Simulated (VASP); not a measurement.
# Rh (Fm-3m) in VASP: a series of runs

Runs on Rh. Level: PBEsol. Tasks: single point.

Program: VASP 6.6.1. These are calculated values, not measurements. Logs are shortened: lines on timing, memory, paths and dates and some standing lists are left out, and cuts for length are marked.

## 1. The cell of the first run

The structure is cubic, space group Fm-3m (No. 225). The conventional cell has a = 3.803 Å, b = 3.803 Å, c = 3.803 Å, α = 90.00°, β = 90.00°, γ = 90.00°. Within 3.5 Å of Rh (site symmetry m-3m) lie 12 Rh at 2.69 Å.

## 2. Single point, PBEsol

INCAR reads:

```
SYSTEM = Rh
  PREC = Accurate
  ENCUT = 520
  EDIFF = 1E-7
  ISMEAR = 0
  SIGMA = 0.1
  LREAL = .FALSE.
  LASPH = .TRUE.
  NELM = 60
  ALGO = Normal
  ISIF = 2
  LWAVE = .FALSE.
  LCHARG = .FALSE.
  GGA = PS
  NBANDS = 14
```

KPOINTS reads:

```
Automatic mesh
0
G
  8 8 8
  0 0 0
```

POSCAR reads:

```
Rh
1.0
    0.0000000000      1.9015500000      1.9015500000
    1.9015500000      0.0000000000      1.9015500000
    1.9015500000      1.9015500000      0.0000000000
Rh
1
Direct
    0.0000000000      0.0000000000      0.0000000000
```

Potentials or basis: VASP PAW PBE potentials, release 64 (Rh_pv).

The run is started by

```console
cat potpaw_PBE.64/Rh_pv/POTCAR > POTCAR
mpirun -np 1 vasp_std > vasp.out
```

OUTCAR:

```text
SYSTEM = Rh
   PREC = Accurate
   ENCUT = 520
   EDIFF = 1E-7
   ISMEAR = 0
   LREAL = .FALSE.
   LASPH = .TRUE.
   NELM = 60
   ISIF = 2
   GGA = PS

 ion  position               nearest neighbor table
   1  0.000  0.000  0.000-

  LATTYP: Found a face centered cubic cell.
 ALAT       =     3.8031000000

  Lattice vectors:

 A1 = (   0.0000000000,   1.9015500000,   1.9015500000)
 A2 = (   1.9015500000,   0.0000000000,   1.9015500000)
 A3 = (   1.9015500000,   1.9015500000,   0.0000000000)

Analysis of symmetry for initial positions (statically):
=====================================================================
 Subroutine PRICEL returns:
 Original cell was already a primitive cell.

 Routine SETGRP: Setting up the symmetry group for a
 face centered cubic supercell.

 Subroutine GETGRP returns: Found 48 space group operations
 (whereof 48 operations were pure point group operations)
 out of a pool of 48 trial point group operations.

The static configuration has the point symmetry O_h .

Analysis of symmetry for dynamics (positions and initial velocities):
=====================================================================
 Subroutine PRICEL returns:
 Original cell was already a primitive cell.

 Routine SETGRP: Setting up the symmetry group for a
 face centered cubic supercell.

 Subroutine GETGRP returns: Found 48 space group operations
 (whereof 48 operations were pure point group operations)
 out of a pool of 48 trial point group operations.

The dynamic configuration has the point symmetry O_h .

 Subroutine INISYM returns: Found 48 space group operations
 (whereof 48 operations are pure point group operations),
 and found     1 'primitive' translations

----------------------------------------------------------------------------------------

                                     Primitive cell

  volume of cell :      13.7516

  direct lattice vectors                    reciprocal lattice vectors
     0.000000000  1.901550000  1.901550000    -0.262943388  0.262943388  0.262943388
     1.901550000  0.000000000  1.901550000     0.262943388 -0.262943388  0.262943388
     1.901550000  1.901550000  0.000000000     0.262943388  0.262943388 -0.262943388

  length of vectors
     2.689197800  2.689197800  2.689197800     0.455431308  0.455431308  0.455431308

  position of ions in fractional coordinates (direct lattice)
     0.000000000  0.000000000  0.000000000

  ion indices of the primitive-cell ions
   primitive index   ion index
                 1           1

----------------------------------------------------------------------------------------

 KPOINTS: Automatic mesh

Automatic generation of k-mesh.
 Grid dimensions read from file:
 generate k-points for:    8    8    8

 Generating k-lattice:

  Cartesian coordinates                     Fractional coordinates (reciprocal lattice)
    -0.032867924  0.032867924  0.032867924     0.125000000  0.000000000  0.000000000
     0.032867924 -0.032867924  0.032867924     0.000000000  0.125000000  0.000000000
     0.032867924  0.032867924 -0.032867924     0.000000000  0.000000000  0.125000000

  Length of vectors
     0.056928914  0.056928914  0.056928914

  Shift w.r.t. Gamma in fractional coordinates (k-lattice)
     0.000000000  0.000000000  0.000000000

 Subroutine IBZKPT returns following result:
 ===========================================

 Found     29 irreducible k-points:

 Following reciprocal coordinates:
            Coordinates               Weight
  0.000000  0.000000  0.000000      1.000000
  0.125000  0.000000  0.000000      8.000000
  0.250000  0.000000  0.000000      8.000000
  0.375000  0.000000  0.000000      8.000000
  0.500000  0.000000  0.000000      4.000000
  0.125000  0.125000  0.000000      6.000000
[... 16 lines left out ...]
  0.500000  0.250000  0.125000     48.000000
 -0.375000  0.250000  0.125000     24.000000
 [... further k-points ...]
   k-points           NKPTS =     29   k-points in BZ     NKDIM =     29   number of bands    NBANDS=     14
   number of dos      NEDOS =    301   number of ions     NIONS =      1
   total plane-waves  NPLWV =   8000
   dimension x,y,z NGX =    20 NGY =   20 NGZ =   20
   dimension x,y,z NGXF=    40 NGYF=   40 NGZF=   40
   ions per type =               1
   NGX,Y,Z   is equivalent  to a cutoff of  12.36, 12.36, 12.36 a.u.
   NGXF,Y,Z  is equivalent  to a cutoff of  24.73, 24.73, 24.73 a.u.
 SYSTEM =  Rh
   PREC   = accura    normal or accurate (medium, high low for compatibility)
   ISTART =      0    job   : 0-new  1-cont  2-samecut
   ICHARG =      2    charge: 1-file 2-atom 10-const
   ISPIN  =      1    spin polarized calculation?
   LNONCOLLINEAR =      F non collinear calculations
   LSORBIT =      F    spin-orbit coupling
   LASPH  =      T    aspherical Exc in radial PAW
   ENCUT  =  520.0 eV  38.22 Ry    6.18 a.u.   5.00  5.00  5.00*2*pi/ulx,y,z
   NELM   =     60;   NELMIN=  2; NELMDL= -5     # of ELM steps
   EDIFF  = 0.1E-06   stopping-criterion for ELM
   LREAL  =      F    real-space projection
   EDIFFG = 0.1E-05   stopping-criterion for IOM
   NSW    =      0    number of steps for IOM
   IBRION =     -1    ionic relax: 0-MD 1-quasi-New 2-CG
   NFREE  =      0    steps in history (QN), initial steepest desc. (CG)
   ISIF   =      2    stress and relaxation
   ISYM   =      2    0-nonsym 1-usesym 2-fastsym
   POTIM  = 0.5000    time-step for ionic-motion
   TEBEG  =    0.0;   TEEND  =   0.0 temperature during run
   PSTRESS=    0.0 pullay stress
   NELECT =      15.0000    total number of electrons
   NUPDOWN=      -1.0000    fix difference up-down
   EMIN   =  10.00;   EMAX   =-10.00  energy-range for DOS
   EFERMI =   0.00;   METHOD = LEGACY
   ISMEAR =     0;   SIGMA  =   0.10  broadening in eV -4-tet -1-fermi 0-gaus
   EFERMI_NEDOS =   21; number of points for ismear=-14 and -15
   IALGO  =     38    algorithm
   IMIX   =      4    mixing-type and parameters
     AMIX     =   0.40;   BMIX     =  1.00
     AMIX_MAG =   1.60;   BMIX_MAG =  1.00
  volume/ion in A,a.u.               =      13.75        92.80
  Fermi-wavevector in a.u.,A,eV,Ry     =   1.685211  3.184586 38.639656  2.839935
  Thomas-Fermi vector in A             =   2.768095
   LORBIT       =      0    0 simple, 1 ext, 2 COOP (PROOUT), +10 PAW based schemes
   GGA     = PS    functional components
   LHFCALC =     F    Hartree Fock is set to
   AEXX    =    0.0000 exact exchange contribution
   IVDW    =     0    specifies the selected vdW correction
   LEPSILON=     F    determine dielectric tensor
   LRPA    =     F    only Hartree local field effects (RPA)
 non-spin polarized calculation
 Gauss-broadening in eV      SIGMA  =   0.10
  energy-cutoff  :      520.00
  volume of cell :       13.75
 maximum number of plane-waves:       388
   NGX =  9   NGY =  9   NGZ =  9

 number of electron      15.0000007 magnetization

 Free energy of the ion-electron system (eV)
  ---------------------------------------------------
  ext. energy  EPLUGINS =         0.00000000
  ---------------------------------------------------
  free energy    TOTEN  =        -8.10337340 eV

  energy without entropy =       -8.09338266  energy(sigma->0) =       -8.09837803

 E-fermi :  11.7885     XC(G=0): -14.2121

 val. band max:       11.7619546843   @ k =  -0.3750   0.2500   0.0000
 cond. band min:      11.8586616769   @ k =   0.3750   0.0000   0.0000
 fundamental gap:      0.0967069926
 Fermi energy:        11.7884533479

 k-point     1 :       0.0000    0.0000    0.0000
  band No.  band energies     occupation
      1     -34.5473      2.00000
      2     -34.5473      2.00000
      3     -34.5473      2.00000
      4       3.6980      2.00000
      5       8.6736      2.00000
      6       8.6736      2.00000
      7       8.6736      2.00000
      8      10.7985      2.00000
      9      10.7985      2.00000
     10      27.6745      0.00000
     11      32.1903      0.00000
     12      33.1371      0.00000
     13      33.1371      0.00000
     14      33.1371      0.00000

 k-point     2 :       0.1250    0.0000    0.0000
  band No.  band energies     occupation
      1     -34.6586      2.00000
      2     -34.5623      2.00000
      3     -34.5623      2.00000
      4       4.3021      2.00000
      5       8.4362      2.00000
      6       8.8897      2.00000
      7       8.8897      2.00000
      8      10.6972      2.00000
      9      10.6972      2.00000
     10      28.4944      0.00000
     11      30.5796      0.00000
     12      32.1927      0.00000
     13      34.0316      0.00000
     14      34.0316      0.00000

 k-point     3 :       0.2500    0.0000    0.0000
  band No.  band energies     occupation
      1     -34.9226      2.00000
      2     -34.5985      2.00000
      3     -34.5985      2.00000
      4       5.5067      2.00000
      5       8.5220      2.00000
      6       9.0424      2.00000
      7       9.0424      2.00000
      8      10.9538      2.00000
      9      10.9539      2.00000
     10      26.7992      0.00000
     11      29.2637      0.00000
     12      32.1917      0.00000
     13      36.1119      0.00000
     14      36.1119      0.00000

 k-point     4 :       0.3750    0.0000    0.0000
  band No.  band energies     occupation
      1     -35.1798      2.00000
      2     -34.6344      2.00000
      3     -34.6344      2.00000
      4       5.7126      2.00000
      5       8.7647      2.00000
      6       8.7647      2.00000
      7      10.5813      2.00000
      8      11.8587      0.32076
      9      11.8587      0.32076
     10      22.7900      0.00000
     11      27.8938      0.00000
     12      32.1924      0.00000
     13      34.3153      0.00000
     14      34.3153      0.00000

 k-point     5 :       0.5000    0.0000    0.0000
  band No.  band energies     occupation
      1     -35.2846      2.00000
      2     -34.6493      2.00000
      3     -34.6493      2.00000
      4       5.5954      2.00000
      5       8.6073      2.00000
      6       8.6073      2.00000
      7      12.3570      0.00000
      8      12.3570      0.00000
      9      12.4042      0.00000
     10      20.3514      0.00000
     11      27.1848      0.00000
[... 276 lines left out ...]
 k-point    22 :       0.3750    0.2500    0.1250
  band No.  band energies     occupation
      1     -34.9862      2.00000
      2     -34.7353      2.00000
      3     -34.6448      2.00000
      4       6.6249      2.00000
      5       7.3421      2.00000
      6       8.6872      2.00000
      7      10.2989      2.00000
      8      10.5101      2.00000
      9      12.5732      0.00000
     10      27.2656      0.00000
     11      28.6332      0.00000
     12      31.3610      0.00000
     13      32.1996      0.00000
     14      33.4647      0.00000

 k-point    23 :       0.5000    0.2500    0.1250
  band No.  band energies     occupation
      1     -35.1250      2.00000
      2     -34.8171      2.00000
      3     -34.6880      2.00000
      4       6.7947      2.00000
      5       7.8475      2.00000
      6       8.3631      2.00000
      7      10.0501      2.00000
      8      11.6469      1.95468
      9      14.8770      0.00000
     10      23.3296      0.00000
     11      27.5796      0.00000
     12      29.4336      0.00000
     13      32.1947      0.00000
     14      34.0898      0.00000

 k-point    24 :      -0.3750    0.2500    0.1250
  band No.  band energies     occupation
      1     -35.1846      2.00000
      2     -34.8427      2.00000
      3     -34.7113      2.00000
      4       6.7256      2.00000
      5       7.6077      2.00000
      6       9.0776      2.00000
      7       9.7643      2.00000
      8      12.1572      0.00000
      9      17.1406      0.00000
     10      20.1412      0.00000
     11      27.7809      0.00000
     12      28.5147      0.00000
     13      32.1954      0.00000
     14      32.8618      0.00000

 [... further k-points ...]
[... 5 lines left out ...]
  --------------------------------------------------------------------------------------
  -------------------------------------------------------------------------------------
  Total       -0.3717438     -0.3717438     -0.3717438     -0.0000000      0.0000000      0.0000000
  in kB      -43.3112890    -43.3112890    -43.3112890     -0.0000000      0.0000000      0.0000000
  external PRESSURE =     -43.3112890 kB  Pullay stress =       0.0000000 kB

 VOLUME and BASIS-vectors are now :
 -----------------------------------------------------------------------------
  energy-cutoff  :      520.00
  volume of cell :       13.75
      direct lattice vectors                 reciprocal lattice vectors
     0.000000000  1.901550000  1.901550000    -0.262943388  0.262943388  0.262943388
     1.901550000  0.000000000  1.901550000     0.262943388 -0.262943388  0.262943388
     1.901550000  1.901550000  0.000000000     0.262943388  0.262943388 -0.262943388

 POSITION                                       TOTAL-FORCE (eV/Angst)
 -----------------------------------------------------------------------------------
      0.00000      0.00000      0.00000        -0.000000     -0.000000     -0.000000
 -----------------------------------------------------------------------------------
    total drift:                                0.000000     -0.000000     -0.000000

  FREE ENERGIE OF THE ION-ELECTRON SYSTEM (eV)
  ---------------------------------------------------
  free  energy   TOTEN  =        -8.1033734029 eV

  energy  without entropy=       -8.0933826559  energy(sigma->0) =       -8.09837803
```

It took 2.6 s on 1 thread of Intel Xeon 6975P-C (Granite Rapids), shared host; peak memory 0.12 GiB.

What came out:

* Free energy: -8.1034 eV
* Pressure: -4.3 GPa

Caveat: the PAW data sets were made with another functional, which shifts forces and pressure a little.

## 3. Single point, PBEsol

This run uses another cell than the first one, of 13.50 Å³/atom, 0.982 times its volume.

INCAR reads:

```
ALGO     = Normal         # electronic algorithm
EDIFF    = 1E-6           # SCF threshold, eV
ENCUT    = 520            # plane-wave cutoff, eV
GGA      = PS             # functional
ISIF     = 2              # what is computed and relaxed
ISMEAR   = 0              # smearing method
LASPH    = T              # aspherical terms in the spheres
LCHARG   = F              # write CHGCAR
LREAL    = F              # projectors in reciprocal space
LWAVE    = F              # write WAVECAR
NBANDS   = 14             # bands
NELM     = 60             # most SCF steps
PREC     = Accurate       # precision mode
SIGMA    = 0.1            # smearing width, eV
```

KPOINTS reads:

```
k-points
0
Gamma
  18 18 18
```

POSCAR reads:

```
Rh
1.0
    0.0000000000      1.8900871202      1.8900871202
    1.8900871202      0.0000000000      1.8900871202
    1.8900871202      1.8900871202      0.0000000000
Rh
1
Direct
    0.0000000000      0.0000000000      0.0000000000
```

Potentials or basis: VASP PAW PBE potentials, release 64 (Rh_pv).

The run is started by

```console
cat potpaw_PBE.64/Rh_pv/POTCAR > POTCAR
mpirun -np 1 vasp_std > vasp.out
```

Wall time 10 s (1 thread of Intel Xeon 6975P-C (Granite Rapids), shared host); peak memory 0.15 GiB.

The run converged. Its results:

```yaml
Free_energy: -8.1412 eV
Pressure: -0.1 GPa
```

Levels at points of the mesh, in eV from the Fermi level:
| k point | band 4 | band 5 | band 6 | band 7 | band 8 | band 9 | band 10 | band 11 |
| --- | --- | --- | --- | --- | --- | --- | --- | --- |
| (0.00, 0.00, 0.00) | -8.20 | -3.19 | -3.19 | -3.19 | -1.02 | -1.02 | 15.91 | 20.30 |
| (0.50, 0.00, 0.00) | -6.33 | -3.27 | -3.27 | 0.59 | 0.59 | 0.62 | 8.77 | 15.42 |
| (0.50, 0.50, 0.00) | -6.53 | -6.15 | 0.57 | 1.01 | 1.01 | 3.19 | 12.45 | 13.33 |

Caveat: the PAW data sets were made with another functional, which shifts forces and pressure a little.
